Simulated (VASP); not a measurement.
# H13O6F in VASP: further runs

Runs on H13O6F. Level: r2SCAN+D3(BJ). Tasks: single point.

All numbers are computed with VASP 6.6.1; they aren't measurements. Logs are shortened: lines on timing, memory, paths and dates and some standing lists are left out, and cuts for length are marked.

## 1. The cell of the first run

The cell holds a disordered packing, 20 atoms: a = 5.981 Å, b = 5.981 Å, c = 5.981 Å, α = 90.00°, β = 90.00°, γ = 90.00°.

## 2. Single point, r2SCAN+D3(BJ)

POSCAR reads:

```
H13O6F
1.0
    5.9814240000      0.0000000000      0.0000000000
    0.0000000000      5.9814240000      0.0000000000
    0.0000000000      0.0000000000      5.9814240000
O H F
6 13 1
Direct
    0.2358802854      0.0140769155      0.6015457189
    0.5442349514      0.6891837128      0.7032271914
   -0.0440530549      0.6701247061      0.9845481611
    0.4600576719      0.3666183838     -0.0091282611
    0.2796324086      0.9038148775      0.1697589069
    0.8350185508      1.1353818087      1.1206194378
    0.2790807005      0.1634894968      0.6283119204
    0.2273204508     -0.0110174433      0.4399119675
    0.4339936443      0.8072826805      0.6834492923
    0.5592313804      0.6162412161      0.5577267219
   -0.1337808522      0.7215673057      0.8472230024
   -0.0524289868      0.5103968553      0.9758378607
    0.4756392458      0.4206189028      0.1451828193
    0.4827612956      0.5022382630     -0.1038214312
    0.2923885683      1.0473091358      0.0917172901
    0.1957894976      0.8086870284      0.0672916683
    0.7045312287      1.1588210433      1.0210277686
    0.8342160663      0.9799673121      1.1510135379
    0.7484505362      0.2610916732      0.3169479375
    0.6627853167      0.3538956610      0.4294963875
```

INCAR.step1 reads:

```
SYSTEM = H13O6F
PREC = Accurate
ENCUT = 1110
ISMEAR = -1
SIGMA = 0.05
LREAL = Auto
LASPH = .TRUE.
NELM = 120
NBANDS = 44
GGA = PE
ALGO = Normal
EDIFF = 1E-5
LWAVE = .TRUE.
LCHARG = .FALSE.
GGA_COMPAT = .FALSE.
```

INCAR.step2 reads:

```
SYSTEM = H13O6F
PREC = Accurate
ENCUT = 1110
EDIFF = 1E-6
ISMEAR = -1
SIGMA = 0.05
LREAL = Auto
LASPH = .TRUE.
NELM = 120
ALGO = Normal
ISIF = 2
LWAVE = .FALSE.
LCHARG = .FALSE.
METAGGA = R2SCAN
LMIXTAU = .TRUE.
IVDW = 12
VDW_S6 = 1.0
VDW_S8 = 0.78981345
VDW_A1 = 0.49484001
VDW_A2 = 5.73083694
NBANDS = 44
ISTART = 1
GGA_COMPAT = .FALSE.
```

KPOINTS reads:

```
regular mesh
0
G
  1 1 1
  0 0 0
```

Potentials or basis: VASP PAW PBE potentials, release 64 (O_h, H_h, F_h).

The run is started by

```bash
$ cat potpaw_PBE.64/O_h/POTCAR potpaw_PBE.64/H_h/POTCAR potpaw_PBE.64/F_h/POTCAR > POTCAR
$ cp INCAR.step1 INCAR
$ mpirun -np 1 vasp_gam > vasp.out
$ cp INCAR.step2 INCAR
$ mpirun -np 1 vasp_gam > vasp.out
```

OUTCAR:

```text
SYSTEM = H13O6F
   PREC = Accurate
   ENCUT = 1110
   EDIFF = 1E-6
   ISMEAR = -1
   LREAL = Auto
   LASPH = .TRUE.
   NELM = 120
   ISIF = 2
   METAGGA = R2SCAN
   IVDW = 12
   ISTART = 1
 IVDW          = 12

 ion  position               nearest neighbor table
   1  0.236  0.014  0.602-   7 0.94   8 0.98
   2  0.544  0.689  0.703-   9 0.97  10 0.98
   3  0.956  0.670  0.985-  12 0.96  11 1.03
   4  0.460  0.367  0.991-  13 0.98  14 1.00
   5  0.280  0.904  0.170-  16 0.98  15 0.98
   6  0.835  0.135  0.121-  18 0.95  17 0.99
   7  0.279  0.163  0.628-   1 0.94
   8  0.227  0.989  0.440-   1 0.98
   9  0.434  0.807  0.683-   2 0.97
  10  0.559  0.616  0.558-   2 0.98
  11  0.866  0.722  0.847-   3 1.03
  12  0.948  0.510  0.976-   3 0.96
  13  0.476  0.421  0.145-   4 0.98
  14  0.483  0.502  0.896-   4 1.00
  15  0.292  0.047  0.092-   5 0.98
  16  0.196  0.809  0.067-   5 0.98
  17  0.705  0.159  0.021-   6 0.99
  18  0.834  0.980  0.151-   6 0.95
  19  0.748  0.261  0.317-  20 1.01
  20  0.663  0.354  0.429-  19 1.01

  LATTYP: Found a simple cubic cell.
 ALAT       =     5.9814240000

  Lattice vectors:

 A1 = (   5.9814240000,   0.0000000000,   0.0000000000)
 A2 = (   0.0000000000,   5.9814240000,   0.0000000000)
 A3 = (   0.0000000000,   0.0000000000,   5.9814240000)

Analysis of symmetry for initial positions (statically):
=====================================================================
 Subroutine PRICEL returns:
 Original cell was already a primitive cell.

 Routine SETGRP: Setting up the symmetry group for a
 simple cubic supercell.

 Subroutine GETGRP returns: Found  1 space group operations
 (whereof  1 operations were pure point group operations)
 out of a pool of 48 trial point group operations.

The static configuration has the point symmetry C_1 .

Analysis of symmetry for dynamics (positions and initial velocities):
=====================================================================
 Subroutine PRICEL returns:
 Original cell was already a primitive cell.

 Routine SETGRP: Setting up the symmetry group for a
 simple cubic supercell.

 Subroutine GETGRP returns: Found  1 space group operations
 (whereof  1 operations were pure point group operations)
 out of a pool of 48 trial point group operations.

The dynamic configuration has the point symmetry C_1 .

 Subroutine INISYM returns: Found  1 space group operations
 (whereof  1 operations are pure point group operations),
 and found     1 'primitive' translations

----------------------------------------------------------------------------------------

                                     Primitive cell

  volume of cell :     214.0000

  direct lattice vectors                    reciprocal lattice vectors
     5.981424000  0.000000000  0.000000000     0.167184269  0.000000000  0.000000000
     0.000000000  5.981424000  0.000000000     0.000000000  0.167184269  0.000000000
     0.000000000  0.000000000  5.981424000     0.000000000  0.000000000  0.167184269

  length of vectors
     5.981424000  5.981424000  5.981424000     0.167184269  0.167184269  0.167184269

  position of ions in fractional coordinates (direct lattice)
     0.235880285  0.014076915  0.601545719
     0.544234951  0.689183713  0.703227191
     0.955946945  0.670124706  0.984548161
     0.460057672  0.366618384  0.990871739
     0.279632409  0.903814877  0.169758907
     0.835018551  0.135381809  0.120619438
[... 12 lines left out ...]
     0.748450536  0.261091673  0.316947937
     0.662785317  0.353895661  0.429496388

  ion indices of the primitive-cell ions
   primitive index   ion index
                 1           1
                 2           2
                 3           3
                 4           4
                 5           5
                 6           6
[... 12 lines left out ...]
                19          19
                20          20

----------------------------------------------------------------------------------------

 KPOINTS: regular mesh

Automatic generation of k-mesh.
 Grid dimensions read from file:
 generate k-points for:    1    1    1

 Generating k-lattice:

  Cartesian coordinates                     Fractional coordinates (reciprocal lattice)
     0.167184269  0.000000000  0.000000000     1.000000000  0.000000000  0.000000000
     0.000000000  0.167184269  0.000000000     0.000000000  1.000000000  0.000000000
     0.000000000  0.000000000  0.167184269     0.000000000  0.000000000  1.000000000

  Length of vectors
     0.167184269  0.167184269  0.167184269

  Shift w.r.t. Gamma in fractional coordinates (k-lattice)
     0.000000000  0.000000000  0.000000000

 Subroutine IBZKPT returns following result:
 ===========================================

 Found      1 irreducible k-points:

 Following reciprocal coordinates:
            Coordinates               Weight
  0.000000  0.000000  0.000000      1.000000
   k-points           NKPTS =      1   k-points in BZ     NKDIM =      1   number of bands    NBANDS=     44
   number of dos      NEDOS =    301   number of ions     NIONS =     20
   total plane-waves  NPLWV = 343000
   dimension x,y,z NGX =    70 NGY =   70 NGZ =   70
   dimension x,y,z NGXF=   140 NGYF=  140 NGZF=  140
   ions per type =               6  13   1
   NGX,Y,Z   is equivalent  to a cutoff of  19.46, 19.46, 19.46 a.u.
   NGXF,Y,Z  is equivalent  to a cutoff of  38.91, 38.91, 38.91 a.u.
 SYSTEM =  H13O6F
   PREC   = accura    normal or accurate (medium, high low for compatibility)
   ISTART =      1    job   : 0-new  1-cont  2-samecut
   ICHARG =      0    charge: 1-file 2-atom 10-const
   ISPIN  =      1    spin polarized calculation?
   LNONCOLLINEAR =      F non collinear calculations
   LSORBIT =      F    spin-orbit coupling
   LASPH  =      T    aspherical Exc in radial PAW
   ENCUT  = 1110.0 eV  81.58 Ry    9.03 a.u.  16.25 16.25 16.25*2*pi/ulx,y,z
   NELM   =    120;   NELMIN=  2; NELMDL=  0     # of ELM steps
   EDIFF  = 0.1E-05   stopping-criterion for ELM
   LREAL  =      T    real-space projection
   EDIFFG = 0.1E-04   stopping-criterion for IOM
   NSW    =      0    number of steps for IOM
   IBRION =     -1    ionic relax: 0-MD 1-quasi-New 2-CG
   NFREE  =      0    steps in history (QN), initial steepest desc. (CG)
   ISIF   =      2    stress and relaxation
   ISYM   =      2    0-nonsym 1-usesym 2-fastsym
   POTIM  = 0.5000    time-step for ionic-motion
   TEBEG  =    0.0;   TEEND  =   0.0 temperature during run
   PSTRESS=    0.0 pullay stress
   NELECT =      56.0000    total number of electrons
   NUPDOWN=      -1.0000    fix difference up-down
   EMIN   =  10.00;   EMAX   =-10.00  energy-range for DOS
   EFERMI =   0.00;   METHOD = LEGACY
   ISMEAR =    -1;   SIGMA  =   0.05  broadening in eV -4-tet -1-fermi 0-gaus
   EFERMI_NEDOS =   21; number of points for ismear=-14 and -15
   IALGO  =     38    algorithm
   IMIX   =      4    mixing-type and parameters
     AMIX     =   0.40;   BMIX     =  1.00
     AMIX_MAG =   1.60;   BMIX_MAG =  1.00
  volume/ion in A,a.u.               =      10.70        72.21
  Fermi-wavevector in a.u.,A,eV,Ry     =   1.047128  1.978784 14.918463  1.096476
  Thomas-Fermi vector in A             =   2.181995
   LORBIT       =      0    0 simple, 1 ext, 2 COOP (PROOUT), +10 PAW based schemes
   METAGGA = R2SCAN    functional components
   LHFCALC =     F    Hartree Fock is set to
   AEXX    =    0.0000 exact exchange contribution
   IVDW    =    12    specifies the selected vdW correction
   LEPSILON=     F    determine dielectric tensor
   LRPA    =     F    only Hartree local field effects (RPA)
 non-spin polarized calculation
  energy-cutoff  :     1110.00
  volume of cell :      214.00
 maximum number of plane-waves:      8971
 NGX is ok and might be reduce to    70
   NGX = 33   NGY = 33   NGZ = 33

 number of electron      55.9999998 magnetization

 Free energy of the ion-electron system (eV)
  ---------------------------------------------------
  ext. energy  EPLUGINS =         0.00000000
  ---------------------------------------------------
  free energy    TOTEN  =      -104.69511375 eV

  energy without entropy =     -104.69511375  energy(sigma->0) =     -104.69511375

 E-fermi :  -2.9035     XC(G=0):  -6.8231

 val. band max:       -4.2027159358   @ k =   0.0000   0.0000   0.0000
 cond. band min:       1.3032244965   @ k =   0.0000   0.0000   0.0000
 fundamental gap:      5.5059404323
 Fermi energy:        -2.9034963867

 k-point     1 :       0.0000    0.0000    0.0000
  band No.  band energies     occupation
      1     -27.5084      2.00000
      2     -24.4453      2.00000
      3     -23.7615      2.00000
      4     -23.5239      2.00000
      5     -23.2910      2.00000
      6     -23.0361      2.00000
[... 32 lines left out ...]
     39       8.1302      0.00000
     40       8.3372      0.00000
 [bands above 40 left out]

------------------------ aborting loop because EDIFF is reached ----------------------------------------

 Edisp (eV)   -0.30470

 E8    (eV) :    -0.0434

  FORCE on cell =-STRESS in cart. coord.  units (eV):
  Direction    XX          YY          ZZ          XY          YZ          ZX
  --------------------------------------------------------------------------------------
  -------------------------------------------------------------------------------------
  Total      -1.49393     0.02362    -3.11128     0.57684    -0.04704    -0.74549
  in kB     -11.18478     0.17682   -23.29354     4.31866    -0.35219    -5.58132
  external pressure =      -11.43 kB  Pullay stress =        0.00 kB

 VOLUME and BASIS-vectors are now :
 -----------------------------------------------------------------------------
  energy-cutoff  :     1110.00
  volume of cell :      214.00
      direct lattice vectors                 reciprocal lattice vectors
     5.981424000  0.000000000  0.000000000     0.167184269  0.000000000  0.000000000
     0.000000000  5.981424000  0.000000000     0.000000000  0.167184269  0.000000000
     0.000000000  0.000000000  5.981424000     0.000000000  0.000000000  0.167184269

 POSITION                                       TOTAL-FORCE (eV/Angst)
 -----------------------------------------------------------------------------------
      1.41090      0.08420      3.59810        -0.449864     -0.928971      0.073001
      3.25530      4.12230      4.20630         0.383172     -0.258886     -0.376012
      5.71792      4.00830      5.88900        -1.342729      0.910725     -2.098212
      2.75180      2.19290      5.92682         0.020335      0.296956      0.745538
      1.67260      5.40610      1.01540         0.570344      0.627538     -0.384335
      4.99460      0.80978      0.72148        -0.878606      1.125690     -0.328510
[... 12 lines left out ...]
      4.47680      1.56170      1.89580        -0.349057      0.264330      0.257385
      3.96440      2.11680      2.56900         0.405212     -0.445154     -0.516867
 -----------------------------------------------------------------------------------
    total drift:                                0.009142     -0.004505     -0.007057

  FREE ENERGIE OF THE ION-ELECTRON SYSTEM (eV)
  ---------------------------------------------------
  free  energy   TOTEN  =      -104.9998171676 eV

  energy  without entropy=     -104.9998171676  energy(sigma->0) =     -104.99981717
```

Run time: 2.3 min. Hardware: 1 thread of Intel Xeon 6975P-C (Granite Rapids), shared host; peak memory 0.78 GiB.

What came out:

- Free energy: -104.9998 eV
- Pressure: -1.1 GPa
- Largest force: 2.652 eV/Å
- Dispersion energy per atom: -0.015 eV

Forces on the atoms (eV/Å):
```
O   -0.450 -0.929  0.073
O    0.383 -0.259 -0.376
O   -1.343  0.911 -2.098
O    0.020  0.297  0.746
O    0.570  0.628 -0.384
O   -0.879  1.126 -0.329
H    0.312  0.850  0.017
H    0.158  0.091  0.137
H   -0.291  0.447 -0.200
H    0.065  0.170  0.569
H    1.063 -0.765  1.813
H    0.047 -0.311  0.054
H   -0.079 -0.255 -0.767
H   -0.047 -0.406 -0.003
H   -0.001 -0.553  0.210
H   -0.284  0.021  0.190
H    0.408  0.260  0.404
H    0.290 -1.141  0.204
H   -0.349  0.264  0.257
F    0.405 -0.445 -0.517
```

Levels at points of the mesh, in eV from the Fermi level:
```tsv
k point	band 24	band 25	band 26	band 27	band 28	band 29	band 30	band 31	band 32	band 33
(0.00, 0.00, 0.00)	-2.11	-1.80	-1.56	-1.46	-1.30	4.21	7.80	8.05	8.38	8.65
```

Caveat: the k points lie up to 1.05 Å⁻¹ apart, too coarse for converged energies, forces and pressures; the PAW data sets were made with another functional, which shifts forces and pressure a little.

## 3. Single point, r2SCAN+D3(BJ)

POSCAR reads:

```
H13O6F
1.0
    5.9814240000      0.0000000000      0.0000000000
    0.0000000000      5.9814240000      0.0000000000
    0.0000000000      0.0000000000      5.9814240000
O H F
6 13 1
Direct
    0.2314666207      0.0168688928      0.6092863505
    0.5483309660      0.6930456694      0.7079585062
   -0.0514091628      0.6656608861      0.9781951589
    0.4512303425      0.3564368619     -0.0115524330
    0.2898139306      0.8949541113      0.1742561637
    0.8294847515      1.1353818087      1.1217562908
    0.2589684329      0.1701935860      0.6252022930
    0.2281898090     -0.0121542964      0.4469002699
    0.4312852592      0.8072993989      0.6940654934
    0.5609366599      0.6252691667      0.5588134197
   -0.1461023328      0.7189090758      0.8514862013
   -0.0649176517      0.5034085529      0.9776100139
    0.4797185419      0.4121259419      0.1383784196
    0.4969385217      0.4750039455     -0.1144041954
    0.3061478337      1.0368434005      0.0971340604
    0.1890519716      0.8055439641      0.0821209130
    0.7002513114      1.1669963540      1.0250234727
    0.8387133231      0.9773592375      1.1414004424
    0.7435854740      0.2685815284      0.3061812705
    0.6682856791      0.3621378454      0.4262028574
```

INCAR.step1 reads:

```
PREC = Accurate ; ENCUT = 1110
ISMEAR = -1 ; SIGMA = 0.05
LREAL = Auto ; LASPH = True
NELM = 120 ; NBANDS = 44
GGA = PE ; ALGO = Normal
EDIFF = 1E-5 ; LWAVE = True
LCHARG = False ; GGA_COMPAT = False
```

INCAR.step2 reads:

```
PREC = Accurate ; ENCUT = 1110
EDIFF = 1E-6 ; ISMEAR = -1
SIGMA = 0.05 ; LREAL = Auto
LASPH = True ; NELM = 120
ALGO = Normal ; ISIF = 2
LWAVE = False ; LCHARG = False
METAGGA = R2SCAN ; LMIXTAU = True
IVDW = 12 ; VDW_S6 = 1.0
VDW_S8 = 0.78981345 ; VDW_A1 = 0.49484001
VDW_A2 = 5.73083694 ; NBANDS = 44
ISTART = 1 ; GGA_COMPAT = False
```

KPOINTS reads:

```
regular mesh
0
Gamma
  1 1 1
```

Potentials or basis: VASP PAW PBE potentials, release 64 (O_h, H_h, F_h).

The run is started by

```bash
$ cat potpaw_PBE.64/O_h/POTCAR potpaw_PBE.64/H_h/POTCAR potpaw_PBE.64/F_h/POTCAR > POTCAR
$ cp INCAR.step1 INCAR
$ mpirun -np 1 vasp_gam > vasp.out
$ cp INCAR.step2 INCAR
$ mpirun -np 1 vasp_gam > vasp.out
```

Wall time 2.8 min (1 thread of Intel Xeon Platinum 8559C (Emerald Rapids), shared host); peak memory 0.77 GiB.

It converged, with:

```
Free energy                : -105.1152 eV
Pressure                   : -1.0 GPa
Largest force              : 1.500 eV/Å
Dispersion energy per atom : -0.015 eV
```

Forces in eV/Å, atoms in the order of the input:
```
O   -0.422 -1.347 -0.506
O    0.091 -0.244 -0.714
O   -0.701  0.018 -0.915
O    0.163 -0.675  0.592
O    0.244  0.171 -0.020
O   -0.397  1.066 -0.096
H    0.333  1.305  0.242
H    0.094 -0.033  0.416
H    0.043  0.162 -0.068
H    0.081  0.294  0.725
H    0.547 -0.607  0.850
H    0.107  0.581 -0.036
H   -0.153  0.142 -0.351
H   -0.170  0.483 -0.163
H   -0.043 -0.261 -0.090
H   -0.075  0.085  0.031
H    0.047 -0.138  0.019
H    0.057 -0.702  0.095
H   -0.092  0.046  0.681
F    0.248 -0.345 -0.692
```

Stress tensor (GPa, compression positive):
```
-0.98  0.60 -0.31
 0.60 -0.50 -0.18
-0.31 -0.18 -1.60
```

Levels at points of the mesh, in eV from the Fermi level:
```
           k point  band 25  band 26  band 27  band 28  band 29  band 30  band 31  band 32
(0.00, 0.00, 0.00)    -1.70    -1.63    -1.41    -1.30     4.31     7.80     8.25     8.55
```

Caveat: the k points lie up to 1.05 Å⁻¹ apart, too coarse for converged energies, forces and pressures; the PAW data sets were made with another functional, which shifts forces and pressure a little.
